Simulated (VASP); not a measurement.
# CdSe3S (P4mm) in VASP: a series of runs

The runs below take CdSe3S through single point, with PBE.

Program: VASP 6.6.1. These are calculated values, not measurements. Logs are shortened: lines on timing, memory, paths and dates and some standing lists are left out, and cuts for length are marked.

### 1 The cell of the first run

Symmetry: P4mm, No. 99, tetragonal system. Conventional cell: a = 4.227 Å, b = 4.227 Å, c = 8.564 Å, α = 90.00°, β = 90.00°, γ = 90.00°. Within 3.9 Å of Cd (site symmetry 4mm) lie 4 Se at 2.99 Å. Within 3.9 Å of Se (site symmetry 4mm) lie 4 Cd at 2.99 Å. Se (site symmetry 2mm) has 2 S at 2.37 Å and 4 Se at 2.99 Å within 3.1 Å. Within 3.1 Å of S (site symmetry 4mm) lie 4 Se at 2.37 Å.

### 2 Single point, PBE

File INCAR:

```
SYSTEM = CdSe3S
ALGO = Normal
EDIFF = 1E-6
ENCUT = 520
GGA = PE
ISIF = 2
ISMEAR = 0
LASPH = .TRUE.
LCHARG = .FALSE.
LREAL = .FALSE.
LWAVE = .FALSE.
NBANDS = 26
NELM = 80
PREC = Accurate
SIGMA = 0.1
```

File KPOINTS:

```
k-points
0
G
  10 10 6
  0 0 0
```

File POSCAR:

```
CdSe3S
1.0
    4.2269281587      0.0000000000      0.0000000000
    0.0000000000      4.2269281587      0.0000000000
    0.0000000000      0.0000000000      8.5640585233
Cd Se S
1 3 1
Direct
    0.0000000000      0.0000000000      0.0847725253
    0.5000000000      0.5000000000      0.0841126092
    0.0000000000      0.5000000000      0.4913700933
    0.5000000000      0.0000000000      0.4913700933
    0.5000000000      0.5000000000      0.6162746791
```

Potentials or basis: VASP PAW PBE potentials, release 64 (Cd, Se, S).

The run is started by

```console
> cat potpaw_PBE.64/Cd/POTCAR potpaw_PBE.64/Se/POTCAR potpaw_PBE.64/S/POTCAR > POTCAR
> mpirun -np 1 vasp_std > vasp.out
```

OUTCAR:

```text
SYSTEM = CdSe3S
   EDIFF = 1E-6
   ENCUT = 520
   GGA = PE
   ISIF = 2
   ISMEAR = 0
   LASPH = .TRUE.
   LREAL = .FALSE.
   NELM = 80
   PREC = Accurate

 ion  position               nearest neighbor table
   1  0.000  0.000  0.085-   2 2.99   2 2.99   2 2.99   2 2.99
   2  0.500  0.500  0.084-   1 2.99   1 2.99   1 2.99   1 2.99
   3  0.000  0.500  0.491-   5 2.37   5 2.37
   4  0.500  0.000  0.491-   5 2.37   5 2.37
   5  0.500  0.500  0.616-   3 2.37   4 2.37   4 2.37   3 2.37

  LATTYP: Found a simple tetragonal cell.
 ALAT       =     4.2269281587
 C/A-ratio  =     2.0260714641

  Lattice vectors:

 A1 = (   4.2269281587,   0.0000000000,   0.0000000000)
 A2 = (   0.0000000000,   4.2269281587,   0.0000000000)
 A3 = (   0.0000000000,   0.0000000000,   8.5640585233)

Analysis of symmetry for initial positions (statically):
=====================================================================
 Subroutine PRICEL returns:
 Original cell was already a primitive cell.

 Routine SETGRP: Setting up the symmetry group for a
 simple tetragonal supercell.

 Subroutine GETGRP returns: Found  8 space group operations
 (whereof  8 operations were pure point group operations)
 out of a pool of 16 trial point group operations.

The static configuration has the point symmetry C_4v.

Analysis of symmetry for dynamics (positions and initial velocities):
=====================================================================
 Subroutine PRICEL returns:
 Original cell was already a primitive cell.

 Routine SETGRP: Setting up the symmetry group for a
 simple tetragonal supercell.

 Subroutine GETGRP returns: Found  8 space group operations
 (whereof  8 operations were pure point group operations)
 out of a pool of 16 trial point group operations.

The dynamic configuration has the point symmetry C_4v.

 Subroutine INISYM returns: Found  8 space group operations
 (whereof  8 operations are pure point group operations),
 and found     1 'primitive' translations

----------------------------------------------------------------------------------------

                                     Primitive cell

  volume of cell :     153.0134

  direct lattice vectors                    reciprocal lattice vectors
[... 91 lines left out ...]
   ENCUT  =  520.0 eV  38.22 Ry    6.18 a.u.   7.86  7.86 15.92*2*pi/ulx,y,z
   NELM   =     80;   NELMIN=  2; NELMDL= -5     # of ELM steps
   EDIFF  = 0.1E-05   stopping-criterion for ELM
   LREAL  =      F    real-space projection
   EDIFFG = 0.1E-04   stopping-criterion for IOM
   NSW    =      0    number of steps for IOM
   IBRION =     -1    ionic relax: 0-MD 1-quasi-New 2-CG
   NFREE  =      0    steps in history (QN), initial steepest desc. (CG)
   ISIF   =      2    stress and relaxation
   ISYM   =      2    0-nonsym 1-usesym 2-fastsym
   POTIM  = 0.5000    time-step for ionic-motion
   TEBEG  =    0.0;   TEEND  =   0.0 temperature during run
   PSTRESS=    0.0 pullay stress
   NELECT =      36.0000    total number of electrons
   NUPDOWN=      -1.0000    fix difference up-down
   EMIN   =  10.00;   EMAX   =-10.00  energy-range for DOS
   EFERMI =   0.00;   METHOD = LEGACY
   ISMEAR =     0;   SIGMA  =   0.10  broadening in eV -4-tet -1-fermi 0-gaus
   EFERMI_NEDOS =   21; number of points for ismear=-14 and -15
   IALGO  =     38    algorithm
   IMIX   =      4    mixing-type and parameters
     AMIX     =   0.40;   BMIX     =  1.00
     AMIX_MAG =   1.60;   BMIX_MAG =  1.00
  volume/ion in A,a.u.               =      30.60       206.52
  Fermi-wavevector in a.u.,A,eV,Ry     =   1.010646  1.909845 13.897073  1.021406
  Thomas-Fermi vector in A             =   2.143648
   LORBIT       =      0    0 simple, 1 ext, 2 COOP (PROOUT), +10 PAW based schemes
   GGA     = PE    functional components
   LHFCALC =     F    Hartree Fock is set to
   AEXX    =    0.0000 exact exchange contribution
   IVDW    =     0    specifies the selected vdW correction
   LEPSILON=     F    determine dielectric tensor
   LRPA    =     F    only Hartree local field effects (RPA)
 non-spin polarized calculation
 Gauss-broadening in eV      SIGMA  =   0.10
  energy-cutoff  :      520.00
  volume of cell :      153.01
 maximum number of plane-waves:      4148
 NGX is ok and might be reduce to    32

 number of electron      36.0000002 magnetization

 Free energy of the ion-electron system (eV)
  ---------------------------------------------------
  ext. energy  EPLUGINS =         0.00000000
  ---------------------------------------------------
  free energy    TOTEN  =       -13.81000418 eV

  energy without entropy =      -13.79336852  energy(sigma->0) =      -13.80168635

 E-fermi :   1.4249     XC(G=0):  -8.2036

 val. band max:        1.4213205689   @ k =   0.4000   0.4000   0.0000
 cond. band min:       1.4341424193   @ k =   0.4000   0.2000   0.5000
 fundamental gap:      0.0128218504
 Fermi energy:         1.4248865188

 k-point     1 :       0.0000    0.0000    0.0000
  band No.  band energies     occupation
      1     -15.5668      2.00000
      2     -10.2699      2.00000
      3     -10.2397      2.00000
      4      -9.3607      2.00000
      5      -6.5213      2.00000
      6      -6.4925      2.00000
[... 685 lines left out ...]
     25       7.9405      0.00000
     26       8.7428      0.00000

 [... further k-points ...]

------------------------ aborting loop because EDIFF is reached ----------------------------------------

  FORCE on cell =-STRESS in cart. coord.  units (eV):
  Direction    XX          YY          ZZ          XY          YZ          ZX
  --------------------------------------------------------------------------------------
  -------------------------------------------------------------------------------------
  Total        0.0388363      0.0388363      0.0041516      0.0000000      0.0000000      0.0000000
  in kB        0.4066488      0.4066488      0.0434710      0.0000000      0.0000000      0.0000000
  external PRESSURE =       0.2855895 kB  Pullay stress =       0.0000000 kB

 VOLUME and BASIS-vectors are now :
 -----------------------------------------------------------------------------
  energy-cutoff  :      520.00
  volume of cell :      153.01
      direct lattice vectors                 reciprocal lattice vectors
     4.226928159  0.000000000  0.000000000     0.236578423  0.000000000  0.000000000
     0.000000000  4.226928159  0.000000000     0.000000000  0.236578423  0.000000000
     0.000000000  0.000000000  8.564058523     0.000000000  0.000000000  0.116767068

 POSITION                                       TOTAL-FORCE (eV/Angst)
 -----------------------------------------------------------------------------------
      0.00000      0.00000      0.72600         0.000000     -0.000000     -0.001133
      2.11346      2.11346      0.72035        -0.000000     -0.000000     -0.000620
      0.00000      2.11346      4.20812        -0.000000      0.000000      0.004782
      2.11346      0.00000      4.20812        -0.000000     -0.000000      0.004782
      2.11346      2.11346      5.27781        -0.000000      0.000000     -0.007812
 -----------------------------------------------------------------------------------
    total drift:                                0.000000     -0.000000     -0.001230

  FREE ENERGIE OF THE ION-ELECTRON SYSTEM (eV)
  ---------------------------------------------------
  free  energy   TOTEN  =       -13.8100041842 eV

  energy  without entropy=      -13.7933685194  energy(sigma->0) =      -13.80168635
```

Run time: 96 s. Hardware: 1 thread of Intel Xeon 6975P-C (Granite Rapids), shared host; peak memory 0.46 GiB.

Results:

```
Free energy            : -13.8100 eV
Pressure               : 0.0 GPa
Largest force          : 0.008 eV/Å
Band gap on the k mesh : zero (band 18 reaches 2.07 eV, above the bottom of band 19 at 0.76 eV)
```

Forces in eV/Å, atoms in the order of the input:
```
Cd   0.000  0.000 -0.001
Se   0.000  0.000 -0.001
Se   0.000  0.000  0.005
Se   0.000  0.000  0.005
S    0.000  0.000 -0.008
```

### 3 Single point, PBE

This run uses another cell than the first one: it holds 10 atoms, not 5.

File INCAR:

```
  ALGO = Normal
  EDIFF = 1E-6
  ENCUT = 500
  GGA = PE
  GGA_COMPAT = False
  ISIF = 2
  ISMEAR = 0
  LASPH = True
  LCHARG = False
  LREAL = False
  LWAVE = False
  NBANDS = 47
  NELM = 120
  PREC = Accurate
  SIGMA = 0.2
```

File KPOINTS:

```
k-points
0
Gamma
  6 4 4
```

File POSCAR:

```
CdSe3S
1.0
    0.0000000000     -4.2269281587      0.0000000000
   -8.4538563175      0.0000000000      0.0000000000
    0.0000000000      0.0000000000     -8.5640585233
Cd Se S
2 6 2
Direct
    1.0000000000      0.5000000000      0.9152274747
    0.0000000000      0.0000000000      0.9152274747
    0.5000000000      0.7500000000      0.9158873908
    0.5000000000      0.2500000000      0.9158873908
    0.5000000000      1.0000000000      0.5086299067
    0.5000000000      0.5000000000      0.5086299067
    1.0000000000      0.7500000000      0.5086299067
    0.0000000000      0.2500000000      0.5086299067
    0.5000000000      0.7500000000      0.3837253209
    0.5000000000      0.2500000000      0.3837253209
```

Potentials or basis: VASP PAW PBE potentials, release 64 (Cd, Se, S).

The run is started by

```console
> cat potpaw_PBE.64/Cd/POTCAR potpaw_PBE.64/Se/POTCAR potpaw_PBE.64/S/POTCAR > POTCAR
> mpirun -np 1 vasp_std > vasp.out
```

It took 7.9 min on 1 thread of Intel Xeon 6975P-C, shared host; peak memory 0.6 GiB.

Results (log left out):

```yaml
Free_energy: -27.6682 eV
Pressure: 0.1 GPa
Largest_force: 0.022 eV/Å
Band_gap_on_the_k_mesh: zero (band 36 reaches 2.11 eV, above the bottom of band 37 at 1.02 eV)
```

Forces on the atoms (eV/Å):
```
Cd   0.000  0.000  0.008
Cd   0.000  0.000  0.008
Se   0.000  0.000 -0.014
Se   0.000  0.000 -0.014
Se   0.000  0.000  0.003
Se   0.000  0.000  0.003
Se   0.000  0.000 -0.019
Se   0.000  0.000 -0.019
S    0.000  0.000  0.022
S    0.000  0.000  0.022
```

Stress tensor (GPa, compression positive):
```
-0.07  0.00  0.00
 0.00  0.43  0.00
 0.00  0.00  0.05
```

Levels at points of the mesh, in eV from the Fermi level:
```tsv
k point	band 33	band 34	band 35	band 36	band 37	band 38	band 39	band 40
(0.00, 0.00, 0.00)	-0.97	-0.69	-0.68	-0.50	-0.44	-0.05	1.70	1.71
(0.50, 0.00, 0.00)	-0.44	-0.38	-0.06	0.50	1.70	1.72	1.80	1.80
(0.00, 0.50, 0.00)	-0.75	-0.75	-0.59	-0.59	-0.35	-0.35	1.49	1.49
(0.50, 0.50, 0.00)	-0.43	-0.43	0.65	0.65	1.04	1.04	1.54	1.54
(0.00, 0.00, 0.50)	-0.94	-0.66	-0.65	-0.35	-0.32	-0.06	1.58	1.77
(0.50, 0.00, 0.50)	-0.63	-0.32	-0.07	0.50	1.59	1.76	1.76	1.77
(0.00, 0.50, 0.50)	-0.60	-0.60	-0.57	-0.57	-0.43	-0.43	1.55	1.55
(0.50, 0.50, 0.50)	-0.59	-0.59	0.65	0.65	1.01	1.01	1.79	1.79
```
